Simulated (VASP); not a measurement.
Set up this calculation in VASP 6.6.1, as the native input.

| Quantity | Value |
| --- | --- |
| Task | single point |
| Functional | PBE |
| Potentials or basis | VASP PAW PBE potentials, release 64 (Na_pv, Fe, Sb) |
| Cutoff | 520 eV |
| k mesh | 6 × 6 × 6 |
| Occupations | gaussian, width 0.1 eV |
| Spin | collinear spin, ferromagnetic start |
| Starting moments | [0.0, 0.0, 0.0, 4.08, 0.15] μB |
| Dipole correction | no |
| Further INCAR settings | ALGO = Normal; EDIFF = 1e-06; NBANDS = 29 |

The structure of Na3FeSb lies in POSCAR:

```
Na3FeSb
1.0
    5.8796713172      0.0000000000      0.0000000000
    0.0000000000      5.8796713172      0.0000000000
    0.0000000000      0.0000000000      5.8796713172
Na Fe Sb
3 1 1
Direct
    0.0000000000      0.5000000000      0.5000000000
    0.5000000000      0.0000000000      0.5000000000
    0.5000000000      0.5000000000      0.0000000000
    0.0000000000      0.0000000000      0.0000000000
    0.5000000000      0.5000000000      0.5000000000
```

One way to write it, as run:

INCAR

```
PREC = Accurate
ENCUT = 520
EDIFF = 1E-6
ISMEAR = 0
SIGMA = 0.1
LREAL = False
LASPH = True
NELM = 150
ALGO = Normal
ISIF = 2
LWAVE = False
LCHARG = False
ISPIN = 2
MAGMOM = 0 0 0 4.08 0.15
LORBIT = 11
LMAXMIX = 4
GGA = PE
NBANDS = 29
```

KPOINTS

```
Automatic mesh
0
Gamma
  6 6 6
```

Potentials or basis: VASP PAW PBE potentials, release 64 (Na_pv, Fe, Sb).

Run with:

```sh
$ cat potpaw_PBE.64/Na_pv/POTCAR potpaw_PBE.64/Fe/POTCAR potpaw_PBE.64/Sb/POTCAR > POTCAR
$ mpirun -np 1 vasp_std > vasp.out
```

Results of the run:

| Property | Result |
| --- | --- |
| Pressure | 0.0 GPa |
| Band gap on the k mesh | zero (filled and empty bands overlap) |
| Net moment | 4.00 μB per cell |
| Site moments | Na +0.00; Fe +3.45; Sb +0.13 μB |
| Valence electrons inside the program's atomic spheres | Na 6.06; Fe 6.52; Sb 2.50 |

Caveat: spin-orbit coupling is left out, which moves the levels of the heavy elements; a cell with one magnetic atom can't hold antiferromagnetic order, which such compounds often take.

Wall time 3.8 min on 1 thread of Intel(R) Xeon(R) 6975P-C (Granite Rapids), on a shared host, peak memory 0.5 GiB.
